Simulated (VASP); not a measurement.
# SiTe2 in VASP: a series of runs

The runs below take SiTe2 through single point, with PBE.

Program: VASP 6.6.1. These are calculated values, not measurements. Logs are shortened: lines on timing, memory, paths and dates and some standing lists are left out, and cuts for length are marked.

**1. The cell of the first run**

The cell holds a wire or tube with vacuum around it, 9 atoms: a = 17.800 Å, b = 12.500 Å, c = 3.797 Å, α = 90.00°, β = 90.00°, γ = 90.00°.

**2. Single point, PBE, collinear spin**

INCAR reads:

```
SYSTEM = SiTe2
PREC = Accurate
ENCUT = 520
EDIFF = 1E-6
ISMEAR = 0
SIGMA = 0.05
LREAL = .FALSE.
LASPH = .TRUE.
NELM = 150
ALGO = Normal
ISIF = 2
LWAVE = .FALSE.
LCHARG = .FALSE.
ISPIN = 2
MAGMOM = 0 0 0 1 0 0 0 0 1
LORBIT = 11
GGA = PE
NBANDS = 38
KPAR = 4
```

KPOINTS reads:

```
regular mesh
0
G
  1 1 23
  0 0 0
```

POSCAR reads:

```
SiTe2
1.0
   17.8000000000      0.0000000000      0.0000000000
    0.0000000000     12.5000000000      0.0000000000
    0.0000000000      0.0000000000      3.7972822313
Si Te
3 6
Direct
    0.3152504001      0.5000000000      0.0000000000
    0.5000000000      0.5000000000      0.5000000000
    0.6847495999      0.5000000000      0.0000000000
    0.2536672002      0.6299168540      0.5000000000
    0.4384168000      0.6299168540      0.0000000000
    0.6231663999      0.6299168540      0.5000000000
    0.3768336001      0.3700831460      0.5000000000
    0.5615832000      0.3700831460      0.0000000000
    0.7463327998      0.3700831460      0.5000000000
```

Potentials or basis: VASP PAW PBE potentials, release 64 (Si, Te).

Launch:

```sh
$ cat potpaw_PBE.64/Si/POTCAR potpaw_PBE.64/Te/POTCAR > POTCAR
$ mpirun -np 4 vasp_std > vasp.out
```

OUTCAR:

```text
SYSTEM = SiTe2
   PREC = Accurate
   ENCUT = 520
   EDIFF = 1E-6
   ISMEAR = 0
   LREAL = .FALSE.
   LASPH = .TRUE.
   NELM = 150
   ISIF = 2
   ISPIN = 2
   LORBIT = 11
   GGA = PE

 ion  position               nearest neighbor table
   1  0.315  0.500  0.000-   4 2.73   4 2.73   5 2.73   7 2.73   7 2.73
   2  0.500  0.500  0.500-   6 2.73   7 2.73   5 2.73   8 2.73   5 2.73   8 2.73
   3  0.685  0.500  0.000-   9 2.73   9 2.73   8 2.73   6 2.73   6 2.73
   4  0.254  0.630  0.500-   1 2.73   1 2.73
   5  0.438  0.630  0.000-   1 2.73   2 2.73   2 2.73
   6  0.623  0.630  0.500-   2 2.73   3 2.73   3 2.73
   7  0.377  0.370  0.500-   2 2.73   1 2.73   1 2.73
   8  0.562  0.370  0.000-   3 2.73   2 2.73   2 2.73
   9  0.746  0.370  0.500-   3 2.73   3 2.73

  LATTYP: Found a simple orthorhombic cell.
 ALAT       =     3.7972822313
 B/A-ratio  =     3.2918280071
 C/A-ratio  =     4.6875630822

  Lattice vectors:

 A1 = (   0.0000000000,   0.0000000000,  -3.7972822313)
 A2 = (   0.0000000000,  12.5000000000,   0.0000000000)
 A3 = (  17.8000000000,   0.0000000000,   0.0000000000)

Analysis of symmetry for initial positions (statically):
=====================================================================
 Subroutine PRICEL returns:
 Original cell was already a primitive cell.

 Routine SETGRP: Setting up the symmetry group for a
 simple orthorhombic supercell.

 Subroutine GETGRP returns: Found  4 space group operations
 (whereof  4 operations were pure point group operations)
 out of a pool of  8 trial point group operations.

The static configuration has the point symmetry C_2h.

Analysis of symmetry for dynamics (positions and initial velocities):
=====================================================================
 Subroutine PRICEL returns:
 Original cell was already a primitive cell.

 Routine SETGRP: Setting up the symmetry group for a
 simple orthorhombic supercell.

 Subroutine GETGRP returns: Found  4 space group operations
 (whereof  4 operations were pure point group operations)
 out of a pool of  8 trial point group operations.

The dynamic configuration has the point symmetry C_2h.

Analysis of structural, dynamic, and magnetic symmetry:
=====================================================================
 Subroutine PRICEL returns:
 Original cell was already a primitive cell.

 Routine SETGRP: Setting up the symmetry group for a
 simple orthorhombic supercell.

[... 150 lines left out ...]
  free energy    TOTEN  =       -33.42681574 eV

  energy without entropy =      -33.41405032  energy(sigma->0) =      -33.42043303

 E-fermi :  -1.7430     XC(G=0):  -3.7210

 val. band max:       -1.7442211473   @ k =   0.0000   0.0000   0.0435
 cond. band min:      -1.7194951397   @ k =   0.0000   0.0000   0.1739
 fundamental gap:      0.0247260076
 Fermi energy:        -1.7430149538

 spin component 1

 k-point     1 :       0.0000    0.0000    0.0000
  band No.  band energies     occupation
      1     -14.7742      1.00000
      2     -13.9222      1.00000
      3     -13.0698      1.00000
      4     -12.8212      1.00000
      5     -12.5325      1.00000
      6     -12.3227      1.00000
[... 457 lines left out ...]
     35       2.6135      0.00000
     36       2.8109      0.00000
 Fermi energy:        -1.7430149538

 spin component 2

 k-point     1 :       0.0000    0.0000    0.0000
  band No.  band energies     occupation
      1     -14.7742      1.00000
      2     -13.9222      1.00000
      3     -13.0697      1.00000
      4     -12.8211      1.00000
      5     -12.5325      1.00000
      6     -12.3226      1.00000
[... 457 lines left out ...]
     35       2.6135      0.00000
     36       2.8109      0.00000
 [bands above 36 left out]

------------------------ aborting loop because EDIFF is reached ----------------------------------------

  FORCE on cell =-STRESS in cart. coord.  units (eV):
  Direction    XX          YY          ZZ          XY          YZ          ZX
  --------------------------------------------------------------------------------------
  -------------------------------------------------------------------------------------
  Total       -2.1777793     -1.6228091     -4.5616637      0.0075282      0.0000000      0.0000000
  in kB       -4.1297290     -3.0773375     -8.6502957      0.0142758      0.0000000      0.0000000
  external PRESSURE =      -5.2857874 kB  Pullay stress =       0.0000000 kB

 VOLUME and BASIS-vectors are now :
 -----------------------------------------------------------------------------
  energy-cutoff  :      520.00
  volume of cell :      844.90
      direct lattice vectors                 reciprocal lattice vectors
    17.800000000  0.000000000  0.000000000     0.056179775  0.000000000  0.000000000
     0.000000000 12.500000000  0.000000000     0.000000000  0.080000000  0.000000000
     0.000000000  0.000000000  3.797282231     0.000000000  0.000000000  0.263346241

 POSITION                                       TOTAL-FORCE (eV/Angst)
 -----------------------------------------------------------------------------------
      5.61146      6.25000      0.00000         0.418158      1.098698      0.000000
      8.90000      6.25000      1.89864         0.000000      0.000000      0.000000
     12.18854      6.25000      0.00000        -0.418158     -1.098698     -0.000000
      4.51528      7.87396      1.89864         0.105325     -0.560333      0.000000
      7.80382      7.87396      0.00000        -0.298603     -0.312762      0.000000
     11.09236      7.87396      1.89864         0.195169      0.371213      0.000000
      6.70764      4.62604      1.89864        -0.195169     -0.371213     -0.000000
      9.99618      4.62604      0.00000         0.298603      0.312762      0.000000
     13.28472      4.62604      1.89864        -0.105325      0.560333      0.000000
 -----------------------------------------------------------------------------------
    total drift:                               -0.000000      0.000000     -0.000000

  FREE ENERGIE OF THE ION-ELECTRON SYSTEM (eV)
  ---------------------------------------------------
  free  energy   TOTEN  =       -33.4268157428 eV

  energy  without entropy=      -33.4140503240  energy(sigma->0) =      -33.42043303

 total charge

# of ion       s       p       d       tot
------------------------------------------
    1        0.801   0.693   0.000   1.494
    2        0.760   0.725   0.000   1.485
    3        0.801   0.693   0.000   1.494
    4        1.396   1.899   0.024   3.319
    5        1.403   1.904   0.041   3.348
    6        1.394   1.931   0.037   3.363
    7        1.394   1.931   0.037   3.363
    8        1.403   1.904   0.041   3.348
    9        1.396   1.899   0.024   3.319
--------------------------------------------------
tot         10.750  13.578   0.205  24.532

 magnetization (x)

# of ion       s       p       d       tot
------------------------------------------
    1        0.000  -0.000   0.000   0.000
    2       -0.000  -0.000   0.000  -0.000
    3        0.000  -0.000   0.000   0.000
    4        0.000   0.000   0.000   0.000
    5        0.000   0.000   0.000   0.000
    6        0.000   0.000   0.000   0.000
    7        0.000   0.000   0.000   0.000
    8        0.000   0.000   0.000   0.000
    9        0.000   0.000   0.000   0.000
--------------------------------------------------
tot          0.000   0.000   0.000   0.000
```

OSZICAR:

```text
N       E                     dE             d eps       ncg     rms          rms(c)
DAV:   1     0.292194049933E+03    0.29219E+03   -0.13516E+04  1824   0.863E+02
DAV:   2     0.545983261593E+01   -0.28673E+03   -0.27353E+03  2708   0.146E+02
DAV:   3    -0.319715117293E+02   -0.37431E+02   -0.36937E+02  2240   0.567E+01
[... 20 lines left out ...]
DAV:  24    -0.334267475842E+02   -0.62007E-04   -0.95921E-06  2044   0.615E-03    0.151E-03
DAV:  25    -0.334267669949E+02   -0.19411E-04   -0.30150E-06  1962   0.358E-03    0.114E-03
DAV:  26    -0.334267920966E+02   -0.25102E-04   -0.13419E-06  1770   0.245E-03    0.638E-04
DAV:  27    -0.334268100387E+02   -0.17942E-04   -0.11729E-06  1774   0.193E-03    0.514E-04
DAV:  28    -0.334268148858E+02   -0.48472E-05   -0.43710E-07  1744   0.124E-03    0.368E-04
DAV:  29    -0.334268157428E+02   -0.85694E-06   -0.12351E-07  1612   0.810E-04
   1 F= -.33426816E+02 E0= -.33420433E+02  d E =-.127654E-01  mag=     0.0003
```

Run time: 12 min. Hardware: 4 MPI ranks of Oxide Virtual Turin-like, shared host; peak memory 1.5 GiB.

Results:

* Free energy: -33.4268 eV
* Largest force: 1.176 eV/Å
* Band gap on the k mesh: zero (filled and empty bands overlap)
* Net moment: 0.00 μB per cell
* Valence electrons inside the program's atomic spheres: Si 1.49; Te 3.32, 3.35, 3.36 (each value once)

Forces on the atoms (eV/Å):
```
Si   0.418  1.099  0.000
Si   0.000  0.000  0.000
Si  -0.418 -1.099  0.000
Te   0.105 -0.560  0.000
Te  -0.299 -0.313  0.000
Te   0.195  0.371  0.000
Te  -0.195 -0.371  0.000
Te   0.299  0.313  0.000
Te  -0.105  0.560  0.000
```

Caveat: spin-orbit coupling is left out, which moves the levels of the heavy elements.

**3. Single point, PBE, collinear spin**

This run uses another cell than the first one.

INCAR reads:

```
SYSTEM = SiTe2
  ALGO = Fast
  EDIFF = 1E-6
  ENCUT = 520
  GGA = PE
  ISIF = 2
  ISMEAR = 0
  ISPIN = 2
  LASPH = .TRUE.
  LCHARG = .TRUE.
  LELF = .TRUE.
  LORBIT = 11
  LREAL = .FALSE.
  LVHAR = .TRUE.
  LWAVE = .FALSE.
  MAGMOM = 0 0 0 1 0 0 0 0 1
  NBANDS = 38
  NELM = 150
  PREC = Accurate
  SIGMA = 0.05
```

KPOINTS reads:

```
k-points
0
G
  1 1 23
  0 0 0
```

POSCAR reads:

```
SiTe2
1.0
   17.8000000000      0.0000000000      0.0000000000
    0.0000000000     12.5000000000      0.0000000000
    0.0000000000      0.0000000000      3.6681845372
Si Te
3 6
Direct
    0.3171593050      0.5302468094      0.0000000000
    0.5000000000      0.5000000000      0.5000000000
    0.6828406950      0.4697531906      0.0000000000
    0.2305724918      0.6099667191      0.5000000000
    0.4439044186      0.6372734344      0.0000000000
    0.6286446774      0.6182131386      0.5000000000
    0.3713553226      0.3817868614      0.5000000000
    0.5560955814      0.3627265656      0.0000000000
    0.7694275082      0.3900332809      0.5000000000
```

Potentials or basis: VASP PAW PBE potentials, release 64 (Si, Te).

Launch:

```sh
$ cat potpaw_PBE.64/Si/POTCAR potpaw_PBE.64/Te/POTCAR > POTCAR
$ mpirun -np 1 vasp_std > vasp.out
```

Wall time 52 min (1 thread of Oxide Virtual Turin-like, shared host); peak memory 1.3 GiB.

The run converged. Its results:

| Quantity | Value |
| --- | --- |
| Free energy | -34.1259 eV |
| Largest force | 0.027 eV/Å |
| Band gap on the k mesh | zero (filled and empty bands overlap) |
| Net moment | 0.00 μB per cell |
| Valence electrons inside the program's atomic spheres | Si 1.52, 1.48 (each value once); Te 3.38, 3.39, 3.35 (each value once) |

Forces in eV/Å, atoms in the order of the input:
```
Si   0.004 -0.010  0.000
Si   0.000  0.000  0.000
Si  -0.004  0.010  0.000
Te  -0.022  0.015  0.000
Te   0.021  0.005  0.000
Te  -0.009  0.016  0.000
Te   0.009 -0.016  0.000
Te  -0.021 -0.005  0.000
Te   0.022 -0.015  0.000
```

Levels at points of the mesh, in eV from the Fermi level:
Spin up:
| k point | band 20 | band 21 | band 22 | band 23 | band 24 | band 25 | band 26 | band 27 | band 28 | band 29 |
| --- | --- | --- | --- | --- | --- | --- | --- | --- | --- | --- |
| (0.00, 0.00, 0.00) | -0.92 | -0.87 | -0.06 | 0.05 | 0.25 | 0.53 | 1.36 | 1.39 | 2.19 | 3.21 |
Spin down:
```tsv
k point	band 22	band 23	band 24	band 25	band 26	band 27
(0.00, 0.00, 0.00)	-0.06	0.05	0.25	0.53	1.36	1.39
```

Caveat: spin-orbit coupling is left out, which moves the levels of the heavy elements.

The gap in the log of VASP goes by the Fermi energy; the results here count the filled bands.